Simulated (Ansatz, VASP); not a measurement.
# Two plane-wave programs on BN

Contents of INCAR:

```
PREC = Accurate ; ENCUT = 520
EDIFF = 1E-7 ; ISMEAR = 0
SIGMA = 0.05 ; LREAL = False
LASPH = True ; NELM = 60
ALGO = Normal ; ISIF = 2
LWAVE = False ; LCHARG = False
GGA = PS ; NBANDS = 26
```

File KPOINTS:

```
regular mesh
0
Gamma
  6 6 10
```

The input POSCAR:

```
BN
1.0
    4.4312000000      0.0000000000      0.0000000000
    0.0000000000      4.4312000000      0.0000000000
    0.0000000000      0.0000000000      2.6903000000
B N
4 4
Direct
    0.1741337327      0.8258662673      0.5000000000
    0.3258662673      0.3258662673      0.0000000000
    0.6741337327      0.6741337327      0.0000000000
    0.8258662673      0.1741337327      0.5000000000
    0.8123909516      0.8123909516      0.5000000000
    0.3123909516      0.6876090484      0.0000000000
    0.6876090484      0.3123909516      0.0000000000
    0.1876090484      0.1876090484      0.5000000000
```

Input for Ansatz:

```yaml
crystal:
  lattice:
    - [4.4312, 0.0, 0.0]
    - [0.0, 4.4312, 0.0]
    - [0.0, 0.0, 2.6903]
  atoms:
    - { symbol: B, position: [0.1741337327, 0.8258662673, 0.5] }
    - { symbol: B, position: [0.3258662673, 0.3258662673, 0.0] }
    - { symbol: B, position: [0.6741337327, 0.6741337327, 0.0] }
    - { symbol: B, position: [0.8258662673, 0.1741337327, 0.5] }
    - { symbol: "N", position: [0.8123909516, 0.8123909516, 0.5] }
    - { symbol: "N", position: [0.3123909516, 0.6876090484, 0.0] }
    - { symbol: "N", position: [0.6876090484, 0.3123909516, 0.0] }
    - { symbol: "N", position: [0.1876090484, 0.1876090484, 0.5] }
basis:
  ecutwfc: 520.0
kpoints:
  mp_grid: { grid: [6, 6, 10] }
hamiltonian:
  xc: pbesol
  pseudopotentials: { kind: paw, azcp: { folder: soft_1 } }
scf:
  occupations: { method: gaussian, width: 0.05 }
output:
  forces: true
  stress: true
  eigenvalues: true
```

Alike in both runs: task single point; functional PBEsol; k mesh 6 × 6 × 10; occupations gaussian, width 0.05 eV; no spin polarisation.

|  | VASP | Ansatz |
| --- | --- | --- |
| version | VASP 6.6.1 | Ansatz 0.2.0 |
| potentials or method | VASP PAW PBE potentials, release 64 (B, N), cutoff 520 eV | scalar-relativistic, plane waves, PAW |
| valence electrons in the cell | 32 | 32 |

```tsv
	VASP	Ansatz	Ansatz less VASP
gap on the k mesh at the Fermi level (eV)	4.58	4.59	+0.010
least direct gap on the mesh (eV)	5.36	5.36	+0.002
pressure (GPa)	-23.4	-23.8	-0.42
traceless stress, the component that is largest in VASP (GPa)	-25.57	-25.45	+0.121
rms of the force components (eV/Å)	0.087	0.078	-0.0085
```

VASP's potentials were made for PBE, not for PBEsol, and Ansatz warns of the same on its side. Atom by atom the forces differ by 0.010 eV/Å (rms over components). With one functional, cell and mesh, what is left measures potentials, basis and numerics.
